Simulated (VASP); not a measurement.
# RbGeBi (P6_3/mmc) in VASP: single point with PBE

Aim: the single point of RbGeBi with PBE.

All numbers are computed with VASP 6.6.1; they aren't measurements. Logs are shortened: lines on timing, memory, paths and dates and some standing lists are left out, and cuts for length are marked.

## (1) The cell of the first run

The structure is hexagonal, space group P6_3/mmc (No. 194). The conventional cell has a = 5.556 Å, b = 5.556 Å, c = 7.213 Å, α = 90.00°, β = 90.00°, γ = 120.00°. Within 4.7 Å of Rb (site symmetry -3m) lie 2 Rb at 3.61 Å and 6 Ge at 3.68 Å and 6 Bi at 3.68 Å. Within 4.2 Å of Ge (site symmetry -6m2) lie 5 Bi at 3.21 to 3.61 Å and 6 Rb at 3.68 Å. Within 4.2 Å of Bi (site symmetry -6m2) lie 5 Ge at 3.21 to 3.61 Å and 6 Rb at 3.68 Å.

## (2) Single point, PBE

File INCAR:

```
PREC = Accurate
ENCUT = 520
EDIFF = 1E-6
ISMEAR = 0
SIGMA = 0.1
LREAL = F
LASPH = T
NELM = 80
ALGO = Fast
ISIF = 2
LWAVE = F
LCHARG = F
GGA = PE
NBANDS = 47
```

File KPOINTS:

```
Automatic mesh
0
Gamma
  12 12 6
```

File POSCAR:

```
RbGeBi
1.0
    5.5557236858      0.0000000000      0.0000000000
   -2.7778618430      4.8113978483      0.0000000000
    0.0000000000      0.0000000000      7.2126630129
Rb Ge Bi
2 2 2
Direct
    0.0000000000      0.0000000000      0.0000000000
    0.0000000000      0.0000000000      0.5000000000
    0.3333333333      0.6666666667      0.2500000000
    0.6666666667      0.3333333333      0.7500000000
    0.3333333333      0.6666666667      0.7500000000
    0.6666666667      0.3333333333      0.2500000000
```

Potentials or basis: VASP PAW PBE potentials, release 64 (Rb_sv, Ge_d, Bi_d).

On the command line:

```
> cat potpaw_PBE.64/Rb_sv/POTCAR potpaw_PBE.64/Ge_d/POTCAR potpaw_PBE.64/Bi_d/POTCAR > POTCAR
> mpirun -np 1 vasp_std > vasp.out
```

OUTCAR:

```text
PREC = Accurate
   ENCUT = 520
   EDIFF = 1E-6
   ISMEAR = 0
   LREAL = F
   LASPH = T
   NELM = 80
   ISIF = 2
   GGA = PE

 ion  position               nearest neighbor table
   1  0.000  0.000  0.000-   2 3.61   2 3.61   4 3.68   5 3.68   6 3.68   3 3.68   4 3.68   6 3.68
                             3 3.68   5 3.68   4 3.68   6 3.68   3 3.68   5 3.68
   2  0.000  0.000  0.500-   1 3.61   1 3.61   4 3.68   5 3.68   6 3.68   3 3.68   4 3.68   6 3.68
                             3 3.68   5 3.68   4 3.68   6 3.68   3 3.68   5 3.68
   3  0.333  0.667  0.250-   6 3.21   6 3.21   6 3.21   1 3.68   2 3.68   2 3.68   1 3.68   2 3.68
                             1 3.68
   4  0.667  0.333  0.750-   5 3.21   5 3.21   5 3.21   1 3.68   2 3.68   1 3.68   2 3.68   1 3.68
                             2 3.68
   5  0.333  0.667  0.750-   4 3.21   4 3.21   4 3.21   1 3.68   2 3.68   2 3.68   1 3.68   2 3.68
                             1 3.68
   6  0.667  0.333  0.250-   3 3.21   3 3.21   3 3.21   1 3.68   2 3.68   1 3.68   2 3.68   1 3.68
                             2 3.68

  LATTYP: Found a hexagonal cell.
 ALAT       =     5.5557236858
 C/A-ratio  =     1.2982400531

  Lattice vectors:

 A1 = (   5.5557236858,   0.0000000000,   0.0000000000)
 A2 = (  -2.7778618430,   4.8113978483,   0.0000000000)
 A3 = (   0.0000000000,   0.0000000000,   7.2126630129)

Analysis of symmetry for initial positions (statically):
=====================================================================
 Subroutine PRICEL returns:
 Original cell was already a primitive cell.

 Routine SETGRP: Setting up the symmetry group for a
 hexagonal supercell.

 Subroutine GETGRP returns: Found 24 space group operations
 (whereof 12 operations were pure point group operations)
 out of a pool of 24 trial point group operations.

The static configuration has the point symmetry D_3d.
 The point group associated with its full space group is D_6h.

Analysis of symmetry for dynamics (positions and initial velocities):
=====================================================================
 Subroutine PRICEL returns:
 Original cell was already a primitive cell.

 Routine SETGRP: Setting up the symmetry group for a
 hexagonal supercell.

 Subroutine GETGRP returns: Found 24 space group operations
 (whereof 12 operations were pure point group operations)
 out of a pool of 24 trial point group operations.

The dynamic configuration has the point symmetry D_3d.
 The point group associated with its full space group is D_6h.

 Subroutine INISYM returns: Found 24 space group operations
 (whereof 12 operations are pure point group operations),
 and found     1 'primitive' translations

----------------------------------------------------------------------------------------

                                     Primitive cell

  volume of cell :     192.8002

  direct lattice vectors                    reciprocal lattice vectors
     5.555723686  0.000000000  0.000000000     0.179994553  0.103919903  0.000000000
    -2.777861843  4.811397848  0.000000000     0.000000000  0.207839807  0.000000000
     0.000000000  0.000000000  7.212663013     0.000000000  0.000000000  0.138645047

  length of vectors
     5.555723686  5.555723686  7.212663013     0.207839807  0.207839807  0.138645047

  position of ions in fractional coordinates (direct lattice)
     0.000000000  0.000000000  0.000000000
     0.000000000  0.000000000  0.500000000
     0.333333333  0.666666667  0.250000000
     0.666666667  0.333333333  0.750000000
     0.333333333  0.666666667  0.750000000
     0.666666667  0.333333333  0.250000000

  ion indices of the primitive-cell ions
   primitive index   ion index
                 1           1
                 2           2
                 3           3
                 4           4
                 5           5
                 6           6

----------------------------------------------------------------------------------------

 KPOINTS: Automatic mesh

Automatic generation of k-mesh.
 Grid dimensions read from file:
 generate k-points for:   12   12    6

 Generating k-lattice:

  Cartesian coordinates                     Fractional coordinates (reciprocal lattice)
     0.014999546  0.008659992  0.000000000     0.083333333  0.000000000  0.000000000
     0.000000000  0.017319984  0.000000000     0.000000000  0.083333333  0.000000000
     0.000000000  0.000000000  0.023107508     0.000000000  0.000000000  0.166666667

  Length of vectors
     0.017319984  0.017319984  0.023107508

  Shift w.r.t. Gamma in fractional coordinates (k-lattice)
     0.000000000  0.000000000  0.000000000

 Subroutine IBZKPT returns following result:
 ===========================================

 Found     76 irreducible k-points:

 Following reciprocal coordinates:
            Coordinates               Weight
  0.000000  0.000000  0.000000      1.000000
  0.083333  0.000000  0.000000      6.000000
  0.166667  0.000000  0.000000      6.000000
  0.250000  0.000000  0.000000      6.000000
  0.333333 -0.000000  0.000000      6.000000
  0.416667  0.000000  0.000000      6.000000
[... 16 lines left out ...]
  0.250000  0.000000  0.166667     12.000000
  0.333333 -0.000000  0.166667     12.000000
 [... further k-points ...]
   k-points           NKPTS =     76   k-points in BZ     NKDIM =     76   number of bands    NBANDS=     47
   number of dos      NEDOS =    301   number of ions     NIONS =      6
   total plane-waves  NPLWV =  95256
   dimension x,y,z NGX =    42 NGY =   42 NGZ =   54
   dimension x,y,z NGXF=    84 NGYF=   84 NGZF=  108
   ions per type =               2   2   2
   NGX,Y,Z   is equivalent  to a cutoff of  12.57, 12.57, 12.45 a.u.
   NGXF,Y,Z  is equivalent  to a cutoff of  25.14, 25.14, 24.89 a.u.
 SYSTEM =  unknown system
   PREC   = accura    normal or accurate (medium, high low for compatibility)
   ISTART =      0    job   : 0-new  1-cont  2-samecut
   ICHARG =      2    charge: 1-file 2-atom 10-const
   ISPIN  =      1    spin polarized calculation?
   LNONCOLLINEAR =      F non collinear calculations
   LSORBIT =      F    spin-orbit coupling
   LASPH  =      T    aspherical Exc in radial PAW
   ENCUT  =  520.0 eV  38.22 Ry    6.18 a.u.  10.33 10.33 13.41*2*pi/ulx,y,z
   NELM   =     80;   NELMIN=  2; NELMDL= -5     # of ELM steps
   EDIFF  = 0.1E-05   stopping-criterion for ELM
   LREAL  =      F    real-space projection
   EDIFFG = 0.1E-04   stopping-criterion for IOM
   NSW    =      0    number of steps for IOM
   IBRION =     -1    ionic relax: 0-MD 1-quasi-New 2-CG
   NFREE  =      0    steps in history (QN), initial steepest desc. (CG)
   ISIF   =      2    stress and relaxation
   ISYM   =      2    0-nonsym 1-usesym 2-fastsym
   POTIM  = 0.5000    time-step for ionic-motion
   TEBEG  =    0.0;   TEEND  =   0.0 temperature during run
   PSTRESS=    0.0 pullay stress
   NELECT =      76.0000    total number of electrons
   NUPDOWN=      -1.0000    fix difference up-down
   EMIN   =  10.00;   EMAX   =-10.00  energy-range for DOS
   EFERMI =   0.00;   METHOD = LEGACY
   ISMEAR =     0;   SIGMA  =   0.10  broadening in eV -4-tet -1-fermi 0-gaus
   EFERMI_NEDOS =   21; number of points for ismear=-14 and -15
   IALGO  =     68    algorithm
   IMIX   =      4    mixing-type and parameters
     AMIX     =   0.40;   BMIX     =  1.00
     AMIX_MAG =   1.60;   BMIX_MAG =  1.00
  volume/ion in A,a.u.               =      32.13       216.85
  Fermi-wavevector in a.u.,A,eV,Ry     =   1.200356  2.268345 19.604026  1.440855
  Thomas-Fermi vector in A             =   2.336194
   LORBIT       =      0    0 simple, 1 ext, 2 COOP (PROOUT), +10 PAW based schemes
   GGA     = PE    functional components
   LHFCALC =     F    Hartree Fock is set to
   AEXX    =    0.0000 exact exchange contribution
   IVDW    =     0    specifies the selected vdW correction
   LEPSILON=     F    determine dielectric tensor
   LRPA    =     F    only Hartree local field effects (RPA)
 non-spin polarized calculation
 RMM-DIIS sequential band-by-band and
 Gauss-broadening in eV      SIGMA  =   0.10
  energy-cutoff  :      520.00
  volume of cell :      192.80
 maximum number of plane-waves:      5216
 NGX is ok and might be reduce to    42
   NGX = 21   NGY = 21   NGZ = 27

 number of electron      75.9999999 magnetization

 Free energy of the ion-electron system (eV)
  ---------------------------------------------------
  ext. energy  EPLUGINS =         0.00000000
  ---------------------------------------------------
  free energy    TOTEN  =       -18.50676425 eV

  energy without entropy =      -18.49814167  energy(sigma->0) =      -18.50245296

 E-fermi :   4.1060     XC(G=0):  -9.1620

 val. band max:        4.0684987374   @ k =   0.3333   0.2500   0.0000
 cond. band min:       4.1105890966   @ k =   0.4167   0.1667   0.5000
 fundamental gap:      0.0420903592
 Fermi energy:         4.1060188919

 k-point     1 :       0.0000    0.0000    0.0000
  band No.  band energies     occupation
      1     -23.4380      2.00000
      2     -23.3485      2.00000
      3     -20.6147      2.00000
      4     -20.6144      2.00000
      5     -20.6099      2.00000
      6     -20.6099      2.00000
[... 39 lines left out ...]
     46       7.5020      0.00000
     47       8.5944      0.00000

 k-point     2 :       0.0833    0.0000    0.0000
  band No.  band energies     occupation
      1     -23.4379      2.00000
      2     -23.3484      2.00000
      3     -20.6147      2.00000
      4     -20.6144      2.00000
      5     -20.6099      2.00000
      6     -20.6099      2.00000
[... 39 lines left out ...]
     46       7.6997      0.00000
     47       8.5398      0.00000

 k-point     3 :       0.1667    0.0000    0.0000
  band No.  band energies     occupation
      1     -23.4377      2.00000
      2     -23.3484      2.00000
      3     -20.6146      2.00000
      4     -20.6144      2.00000
      5     -20.6099      2.00000
      6     -20.6099      2.00000
[... 1039 lines left out ...]
     46       8.1976      0.00000
     47       8.8489      0.00000

 k-point    24 :       0.3333   -0.0000    0.1667
  band No.  band energies     occupation
      1     -23.4311      2.00000
      2     -23.3542      2.00000
      3     -20.6145      2.00000
      4     -20.6143      2.00000
      5     -20.6099      2.00000
      6     -20.6097      2.00000
[... 39 lines left out ...]
     46       8.4846      0.00000
     47       8.7477      0.00000

 [... further k-points ...]
[... 5 lines left out ...]
  --------------------------------------------------------------------------------------
  -------------------------------------------------------------------------------------
  Total       -0.0017592     -0.0017592      0.0326022      0.0000000      0.0000000      0.0000000
  in kB       -0.0146190     -0.0146190      0.2709256      0.0000000      0.0000000      0.0000000
  external PRESSURE =       0.0805625 kB  Pullay stress =       0.0000000 kB

 VOLUME and BASIS-vectors are now :
 -----------------------------------------------------------------------------
  energy-cutoff  :      520.00
  volume of cell :      192.80
      direct lattice vectors                 reciprocal lattice vectors
     5.555723686  0.000000000  0.000000000     0.179994553  0.103919903  0.000000000
    -2.777861843  4.811397848  0.000000000     0.000000000  0.207839807  0.000000000
     0.000000000  0.000000000  7.212663013     0.000000000  0.000000000  0.138645047

 POSITION                                       TOTAL-FORCE (eV/Angst)
 -----------------------------------------------------------------------------------
      0.00000      0.00000      0.00000         0.000000      0.000000      0.000000
      0.00000      0.00000      3.60633         0.000000      0.000000      0.000000
     -0.00000      3.20760      1.80317         0.000000     -0.000000     -0.000000
      2.77786      1.60380      5.40950        -0.000000      0.000000      0.000000
     -0.00000      3.20760      5.40950         0.000000     -0.000000     -0.000000
      2.77786      1.60380      1.80317        -0.000000      0.000000     -0.000000
 -----------------------------------------------------------------------------------
    total drift:                               -0.000000      0.000000     -0.000000

  FREE ENERGIE OF THE ION-ELECTRON SYSTEM (eV)
  ---------------------------------------------------
  free  energy   TOTEN  =       -18.5067642462 eV

  energy  without entropy=      -18.4981416691  energy(sigma->0) =      -18.50245296
```

Wall time 29 min (1 thread of Intel Xeon Platinum 8488C (Sapphire Rapids), shared host); peak memory 0.74 GiB.

Results:

| Property | Result |
| --- | --- |
| Free energy | -18.5068 eV |
| Pressure | 0.0 GPa |
| Band gap on the k mesh | zero (bands 38 and 39 overlap by 0.07 eV) |

Caveat: spin-orbit coupling is left out, which moves the levels of the heavy elements.

The gap in the log of VASP goes by the Fermi energy; the results here count the filled bands.